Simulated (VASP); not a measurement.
# AlN (P1) in VASP: a series of runs

The runs below take AlN through single point, with PBE.

All numbers are computed with VASP 6.6.1; they aren't measurements. Logs are shortened: lines on timing, memory, paths and dates and some standing lists are left out, and cuts for length are marked.

## Step 1: The cell of the first run

The typed cell holds 16 atoms: a = 5.914 Å, b = 3.130 Å, c = 12.061 Å, α = 63.82°, β = 58.30°, γ = 74.65°.

## Step 2: Single point, PBE (the part above a cut slid along it)

INCAR

```
PREC     = Accurate       # precision mode
ENCUT    = 520            # plane-wave cutoff, eV
EDIFF    = 1E-6           # SCF threshold, eV
ISMEAR   = 0              # smearing method
SIGMA    = 0.05           # smearing width, eV
LREAL    = Auto         
LASPH    = True           # aspherical terms in the spheres
NELM     = 100            # most SCF steps
ALGO     = Normal         # electronic algorithm
ISIF     = 2              # what is computed and relaxed
LWAVE    = False          # write WAVECAR
LCHARG   = False          # write CHGCAR
GGA      = PE             # functional
NBANDS   = 46             # bands
```

KPOINTS

```
Automatic mesh
0
Gamma
  4 8 3
```

POSCAR

```
AlN
1.0
   -1.5651197814     -2.7108669814      5.0179796556
    1.5651197814     -2.7108669814      0.0000000000
    7.8255989073     -1.6265201888      9.0323633801
Al N
8 8
Direct
    0.5894707946      0.9206432311      0.0981155127
    0.2394707946     -0.1793567689      0.8481155127
    0.1394707946      0.2206432311      0.3481155127
   -0.3105292054      0.5206432311      0.5981155127
    0.7144707946      0.0039765645      0.3064488460
    0.1644707946      0.7039765645      0.0564488460
    0.2644707946      0.3039765645      0.5564488460
   -0.1855292054     -0.3960234355      0.8064488460
    0.7993192054      0.6535634355      0.1935011540
   -0.5506807946     -0.4464365645      0.9435011540
    0.3493192054     -0.0464365645      0.4435011540
   -0.1006807946      0.2535634355      0.6935011540
   -0.0756807946     -0.2631032311      0.4018344873
    0.3743192054      0.4368967689      0.1518344873
    0.4743192054      0.0368967689      0.6518344873
    0.0243192054     -0.6631032311      0.9018344873
```

Potentials or basis: VASP PAW PBE potentials, release 64 (Al, N).

Launch:

```sh
$ cat potpaw_PBE.64/Al/POTCAR potpaw_PBE.64/N/POTCAR > POTCAR
$ mpirun -np 1 vasp_std > vasp.out
```

OUTCAR:

```text
PREC = Accurate
   ENCUT = 520
   EDIFF = 1E-6
   ISMEAR = 0
   LREAL = Auto
   LASPH = True
   NELM = 100
   ISIF = 2
   GGA = PE

 ion  position               nearest neighbor table
   1  0.589  0.921  0.098-  14 1.90  14 1.90   9 1.91  10 2.36  16 2.56   8 2.94   5 3.09   5 3.09
                             6 3.09   6 3.09   6 3.09   3 3.13   3 3.13
   2  0.239  0.821  0.848-  16 1.90  16 1.90  15 1.90  10 1.91   6 2.18   8 3.09   8 3.09   8 3.09
                             7 3.09   4 3.13   4 3.13   6 3.26
   3  0.139  0.221  0.348-  13 1.90  13 1.90  14 1.90  11 1.91   7 3.09   7 3.09   5 3.09   5 3.09
                             5 3.09   6 3.09   1 3.13   4 3.13   1 3.13   4 3.13
   4  0.689  0.521  0.598-  15 1.90  15 1.90  13 1.90  12 1.91   8 3.09   8 3.09   7 3.09   7 3.09
                             7 3.09   5 3.09   2 3.13   3 3.13   2 3.13   3 3.13
   5  0.714  0.004  0.306-   9 1.90   9 1.90  11 1.90  13 1.91   1 3.09   1 3.09   3 3.09   3 3.09
                             3 3.09   4 3.09   7 3.13   6 3.13   7 3.13   6 3.13
   6  0.164  0.704  0.056-  10 1.63   9 1.90  14 1.91   2 2.18  16 2.36   1 3.09   1 3.09   1 3.09
                             3 3.09   5 3.13   5 3.13   2 3.26
   7  0.264  0.304  0.556-  11 1.90  11 1.90  12 1.90  15 1.91   3 3.09   3 3.09   4 3.09   4 3.09
                             4 3.09   2 3.09   5 3.13   8 3.13   5 3.13   8 3.13
   8  0.814  0.604  0.806-  12 1.90  12 1.90  10 1.90  16 1.91   1 2.94   4 3.09   4 3.09   2 3.09
                             2 3.09   2 3.09   7 3.13   7 3.13
   9  0.799  0.654  0.194-   5 1.90   5 1.90   6 1.90   1 1.91
  10  0.449  0.554  0.944-   6 1.63   8 1.90   2 1.91   1 2.36
  11  0.349  0.954  0.444-   7 1.90   7 1.90   5 1.90   3 1.91
  12  0.899  0.254  0.694-   8 1.90   8 1.90   7 1.90   4 1.91
  13  0.924  0.737  0.402-   3 1.90   3 1.90   4 1.90   5 1.91
  14  0.374  0.437  0.152-   1 1.90   1 1.90   3 1.90   6 1.91
  15  0.474  0.037  0.652-   4 1.90   4 1.90   2 1.90   7 1.91
  16  0.024  0.337  0.902-   2 1.90   2 1.90   8 1.91   6 2.36   1 2.56

  LATTYP: Found a triclinic cell.
 ALAT       =    14.9031576090
 B/A-ratio  =     0.3968463751
 C/A-ratio  =     1.3160350330
 COS(alpha) =     0.0009892751
 COS(beta)  =     0.6353372326
 COS(gamma) =     0.7665519439

  Lattice vectors:

 A1 = (   4.6953593445,  -1.6265201888,  14.0503430357)
 A2 = (  -1.5651197814,  -2.7108669814,   5.0179796556)
 A3 = (  17.2163175960,   4.8795605666,   8.0287674490)

Analysis of symmetry for initial positions (statically):
=====================================================================
 Subroutine PRICEL returns:
 Original cell was already a primitive cell.

 Routine SETGRP: Setting up the symmetry group for a
 triclinic supercell.

 Subroutine GETGRP returns: Found  1 space group operations
 (whereof  1 operations were pure point group operations)
 out of a pool of  2 trial point group operations.

The static configuration has the point symmetry C_1 .

Analysis of symmetry for dynamics (positions and initial velocities):
=====================================================================
 Subroutine PRICEL returns:
 Original cell was already a primitive cell.

 Routine SETGRP: Setting up the symmetry group for a
 triclinic supercell.

 Subroutine GETGRP returns: Found  1 space group operations
 (whereof  1 operations were pure point group operations)
 out of a pool of  2 trial point group operations.

The dynamic configuration has the point symmetry C_1 .

 Subroutine INISYM returns: Found  1 space group operations
 (whereof  1 operations are pure point group operations),
 and found     1 'primitive' translations

----------------------------------------------------------------------------------------

                                     Primitive cell

  volume of cell :     170.3235

  direct lattice vectors                    reciprocal lattice vectors
    -1.565119781 -2.710866981  5.017979656    -0.143758965 -0.082999277  0.109605865
     1.565119781 -2.710866981  0.000000000     0.095839310 -0.313552825 -0.139498373
     7.825598907 -1.626520189  9.032363380     0.079866092  0.046110710  0.049820848

  length of vectors
     5.914264075  3.130239563 12.061059423     0.198919495  0.356314950  0.104818448

  position of ions in fractional coordinates (direct lattice)
     0.589470795  0.920643231  0.098115513
     0.239470795  0.820643231  0.848115513
     0.139470795  0.220643231  0.348115513
     0.689470795  0.520643231  0.598115513
     0.714470795  0.003976565  0.306448846
     0.164470795  0.703976565  0.056448846
[... 8 lines left out ...]
     0.474319205  0.036896769  0.651834487
     0.024319205  0.336896769  0.901834487

  ion indices of the primitive-cell ions
   primitive index   ion index
                 1           1
                 2           2
                 3           3
                 4           4
                 5           5
                 6           6
[... 8 lines left out ...]
                15          15
                16          16

----------------------------------------------------------------------------------------

 KPOINTS: Automatic mesh

Automatic generation of k-mesh.
 Grid dimensions read from file:
 generate k-points for:    4    8    3

 Generating k-lattice:

  Cartesian coordinates                     Fractional coordinates (reciprocal lattice)
    -0.035939741 -0.020749819  0.027401466     0.250000000  0.000000000  0.000000000
     0.011979914 -0.039194103 -0.017437297    -0.000000000  0.125000000  0.000000000
     0.026622031  0.015370237  0.016606949    -0.000000000  0.000000000  0.333333333

  Length of vectors
     0.049729874  0.044539369  0.034939483

  Shift w.r.t. Gamma in fractional coordinates (k-lattice)
     0.000000000  0.000000000  0.000000000

 Subroutine IBZKPT returns following result:
 ===========================================

 Found     50 irreducible k-points:

 Following reciprocal coordinates:
            Coordinates               Weight
  0.000000  0.000000  0.000000      1.000000
  0.250000 -0.000000 -0.000000      2.000000
  0.500000 -0.000000 -0.000000      1.000000
  0.000000  0.125000  0.000000      2.000000
  0.250000  0.125000 -0.000000      2.000000
  0.500000  0.125000  0.000000      2.000000
[... 16 lines left out ...]
 -0.000000  0.125000  0.333333      2.000000
  0.250000  0.125000  0.333333      2.000000
 [... further k-points ...]
   k-points           NKPTS =     50   k-points in BZ     NKDIM =     50   number of bands    NBANDS=     46
   number of dos      NEDOS =    301   number of ions     NIONS =     16
   total plane-waves  NPLWV = 103680
   dimension x,y,z NGX =    48 NGY =   24 NGZ =   90
   dimension x,y,z NGXF=    96 NGYF=   48 NGZF=  180
   ions per type =               8   8
   NGX,Y,Z   is equivalent  to a cutoff of  13.49, 12.75, 12.41 a.u.
   NGXF,Y,Z  is equivalent  to a cutoff of  26.98, 25.49, 24.81 a.u.
 SYSTEM =  unknown system
   PREC   = accura    normal or accurate (medium, high low for compatibility)
   ISTART =      0    job   : 0-new  1-cont  2-samecut
   ICHARG =      2    charge: 1-file 2-atom 10-const
   ISPIN  =      1    spin polarized calculation?
   LNONCOLLINEAR =      F non collinear calculations
   LSORBIT =      F    spin-orbit coupling
   LASPH  =      T    aspherical Exc in radial PAW
   ENCUT  =  520.0 eV  38.22 Ry    6.18 a.u.  11.00  5.82 22.43*2*pi/ulx,y,z
   NELM   =    100;   NELMIN=  2; NELMDL= -5     # of ELM steps
   EDIFF  = 0.1E-05   stopping-criterion for ELM
   LREAL  =      T    real-space projection
   EDIFFG = 0.1E-04   stopping-criterion for IOM
   NSW    =      0    number of steps for IOM
   IBRION =     -1    ionic relax: 0-MD 1-quasi-New 2-CG
   NFREE  =      0    steps in history (QN), initial steepest desc. (CG)
   ISIF   =      2    stress and relaxation
   ISYM   =      2    0-nonsym 1-usesym 2-fastsym
   POTIM  = 0.5000    time-step for ionic-motion
   TEBEG  =    0.0;   TEEND  =   0.0 temperature during run
   PSTRESS=    0.0 pullay stress
   NELECT =      64.0000    total number of electrons
   NUPDOWN=      -1.0000    fix difference up-down
   EMIN   =  10.00;   EMAX   =-10.00  energy-range for DOS
   EFERMI =   0.00;   METHOD = LEGACY
   ISMEAR =     0;   SIGMA  =   0.05  broadening in eV -4-tet -1-fermi 0-gaus
   EFERMI_NEDOS =   21; number of points for ismear=-14 and -15
   IALGO  =     38    algorithm
   IMIX   =      4    mixing-type and parameters
     AMIX     =   0.40;   BMIX     =  1.00
     AMIX_MAG =   1.60;   BMIX_MAG =  1.00
  volume/ion in A,a.u.               =      10.65        71.84
  Fermi-wavevector in a.u.,A,eV,Ry     =   1.181345  2.232418 18.987951  1.395575
  Thomas-Fermi vector in A             =   2.317620
   LORBIT       =      0    0 simple, 1 ext, 2 COOP (PROOUT), +10 PAW based schemes
   GGA     = PE    functional components
   LHFCALC =     F    Hartree Fock is set to
   AEXX    =    0.0000 exact exchange contribution
   IVDW    =     0    specifies the selected vdW correction
   LEPSILON=     F    determine dielectric tensor
   LRPA    =     F    only Hartree local field effects (RPA)
 non-spin polarized calculation
 Gauss-broadening in eV      SIGMA  =   0.05
  energy-cutoff  :      520.00
  volume of cell :      170.32
 maximum number of plane-waves:      4614
 NGX is ok and might be reduce to    48
   NGX = 21   NGY = 11   NGZ = 45

 number of electron      64.0000000 magnetization

 Free energy of the ion-electron system (eV)
  ---------------------------------------------------
  ext. energy  EPLUGINS =         0.00000000
  ---------------------------------------------------
  free energy    TOTEN  =      -112.77990766 eV

  energy without entropy =     -112.77990766  energy(sigma->0) =     -112.77990766

 E-fermi :   7.6829     XC(G=0): -10.8445

 val. band max:        7.4195883318   @ k =   0.0000   0.0000   0.0000
 cond. band min:       8.9500987625   @ k =   0.0000   0.0000   0.0000
 fundamental gap:      1.5305104307
 Fermi energy:         7.6829067640

 k-point     1 :       0.0000    0.0000    0.0000
  band No.  band energies     occupation
      1      -9.1893      2.00000
      2      -8.2123      2.00000
      3      -8.2016      2.00000
      4      -7.4390      2.00000
      5      -6.9372      2.00000
      6      -6.8233      2.00000
[... 36 lines left out ...]
     43      14.9999      0.00000
     44      15.1220      0.00000

 k-point     2 :       0.2500   -0.0000   -0.0000
  band No.  band energies     occupation
      1      -8.9791      2.00000
      2      -8.3636      2.00000
      3      -7.8854      2.00000
      4      -7.7096      2.00000
      5      -7.3333      2.00000
      6      -6.9147      2.00000
[... 36 lines left out ...]
     43      14.9057      0.00000
     44      15.1806      0.00000

 k-point     3 :       0.5000   -0.0000   -0.0000
  band No.  band energies     occupation
      1      -8.5158      2.00000
      2      -8.3637      2.00000
      3      -8.1319      2.00000
      4      -8.0396      2.00000
      5      -7.3574      2.00000
      6      -6.9192      2.00000
[... 976 lines left out ...]
     43      14.6161      0.00000
     44      15.0267      0.00000

 k-point    24 :       0.2500    0.1250    0.3333
  band No.  band energies     occupation
      1      -8.9547      2.00000
      2      -8.0579      2.00000
      3      -7.9871      2.00000
      4      -7.5652      2.00000
      5      -7.0692      2.00000
      6      -6.8721      2.00000
[... 36 lines left out ...]
     43      14.4759      0.00000
     44      15.0993      0.00000

 [... further k-points ...]

 [bands above 44 left out]

------------------------ aborting loop because EDIFF is reached ----------------------------------------

  FORCE on cell =-STRESS in cart. coord.  units (eV):
  Direction    XX          YY          ZZ          XY          YZ          ZX
  --------------------------------------------------------------------------------------
  -------------------------------------------------------------------------------------
  Total       16.4890630     -3.3819580      2.8002412     -0.4740415      1.3372795     14.7517274
  in kB      155.1071747    -31.8129628     26.3409448     -4.4591517     12.5793474    138.7646326
  external PRESSURE =      49.8783855 kB  Pullay stress =       0.0000000 kB

 VOLUME and BASIS-vectors are now :
 -----------------------------------------------------------------------------
  energy-cutoff  :      520.00
  volume of cell :      170.32
      direct lattice vectors                 reciprocal lattice vectors
    -1.565119781 -2.710866981  5.017979656    -0.143758965 -0.082999277  0.109605865
     1.565119781 -2.710866981  0.000000000     0.095839310 -0.313552825 -0.139498373
     7.825598907 -1.626520189  9.032363380     0.079866092  0.046110710  0.049820848

 POSITION                                       TOTAL-FORCE (eV/Angst)
 -----------------------------------------------------------------------------------
      1.28614     -4.25331      3.84417         1.006157     -0.362488     -0.879604
      7.54662     -4.25331      8.86215        -4.363230     -0.659207     -2.711731
      2.85126     -1.54244      3.84417        -0.139526     -0.237323      0.297072
      4.41638     -4.25331      8.86215         0.186004      0.101060     -0.037825
      1.28614     -2.44606      6.35316         0.460938      0.222951      0.204310
      1.28614     -2.44606      1.33518         7.716659     -0.226803      2.552622
[... 8 lines left out ...]
      4.41638     -2.44606      8.26773        -0.100626     -0.080756     -0.216986
      7.54662     -2.44606      8.26773         0.333950      1.245649      0.693574
 -----------------------------------------------------------------------------------
    total drift:                               -0.000787      0.002285     -0.005292

  FREE ENERGIE OF THE ION-ELECTRON SYSTEM (eV)
  ---------------------------------------------------
  free  energy   TOTEN  =      -112.7799076646 eV

  energy  without entropy=     -112.7799076646  energy(sigma->0) =     -112.77990766
```

Wall time 11 min (1 thread of Intel Xeon Platinum 8375C at 2.90GHz (Ice Lake), shared host); peak memory 0.43 GiB.

What came out:

| Item | Value |
| --- | --- |
| Free energy | -112.7799 eV |
| Pressure | 5.0 GPa |
| Largest force | 8.223 eV/Å |
| Band gap on the k mesh | 1.53 eV |

Forces in eV/Å, atoms in the order of the input:
```
Al   1.006 -0.362 -0.880
Al  -4.363 -0.659 -2.712
Al  -0.140 -0.237  0.297
Al   0.186  0.101 -0.038
Al   0.461  0.223  0.204
Al   7.717 -0.227  2.553
Al  -0.031 -0.021  0.111
Al   0.263  0.189 -0.894
N   -0.743  0.003  0.059
N   -7.802 -0.005 -2.598
N   -0.027  0.057  0.147
N   -0.097  0.009  0.249
N    0.061  0.015 -0.206
N    3.276 -0.252  3.229
N   -0.101 -0.081 -0.217
N    0.334  1.246  0.694
```

Levels at points of the mesh, in eV from the valence-band top:
```
           k point  band 30  band 31  band 32  band 33  band 34  band 35
(0.00, 0.00, 0.00)    -1.59    -1.04     0.00     1.53     2.89     3.80
(0.50, 0.00, 0.00)    -1.74    -0.98    -0.21     2.67     3.32     4.10
(0.00, 0.50, 0.00)    -2.34    -2.01    -0.22     1.93     2.89     3.63
(0.50, 0.50, 0.00)    -2.05    -2.01    -0.39     2.21     2.86     3.63
```

Caveat: the cell differs from its parent crystal (the part above a cut slid along it); the stress differs along the axes, from -3 to 16 GPa; forces of over 1 eV/Å act on the atoms, so gaps and moduli don't describe the material at rest.

[end of part 1 of 2]
